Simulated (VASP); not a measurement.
A run of VASP 6.6.1:

Contents of POSCAR:

```
W
1.0
   -1.5845500422      1.5845500422      1.5845500422
    1.5845500422     -1.5845500422      1.5845500422
    1.5845500422      1.5845500422     -1.5845500422
W
1
Direct
    0.0000000000      0.0000000000      0.0000000000
```

Contents of INCAR.step1:

```
SYSTEM = W
PREC = Accurate ; ENCUT = 520
ISMEAR = -1 ; SIGMA = 0.05
LREAL = .FALSE. ; LASPH = .TRUE.
NELM = 80 ; NBANDS = 13
GGA = PE ; ALGO = Normal
EDIFF = 1E-4 ; LWAVE = .TRUE.
LCHARG = .FALSE.
```

Contents of INCAR.step2:

```
SYSTEM = W
PREC = Accurate ; ENCUT = 520
EDIFF = 1E-6 ; ISMEAR = -1
SIGMA = 0.05 ; LREAL = .FALSE.
LASPH = .TRUE. ; NELM = 80
ALGO = Normal ; ISIF = 2
LWAVE = .FALSE. ; LCHARG = .TRUE.
METAGGA = R2SCAN ; LMIXTAU = .TRUE.
LELF = .TRUE. ; LVHAR = .TRUE.
NBANDS = 13 ; ISTART = 1
```

The input KPOINTS:

```
Automatic mesh
0
G
  22 22 22
  0 0 0
```

Potentials or basis: VASP PAW PBE potentials, release 64 (W_sv).

Run with:

```sh
$ cat potpaw_PBE.64/W_sv/POTCAR > POTCAR
$ cp INCAR.step1 INCAR
$ mpirun -np 1 vasp_std > vasp.out
$ cp INCAR.step2 INCAR
$ mpirun -np 1 vasp_std > vasp.out
```

Hardware: 1 thread of Intel(R) Xeon(R) Platinum 8259CL CPU @ 2.50GHz (Skylake/Cascade Lake), on a shared host.

Task: How long does it take, and how much memory?

Result: Wall time 2.7 min on 1 thread of Intel(R) Xeon(R) Platinum 8259CL CPU @ 2.50GHz (Skylake/Cascade Lake), with other jobs on the host, peak memory 0.18 GiB. Counts: k points 328.
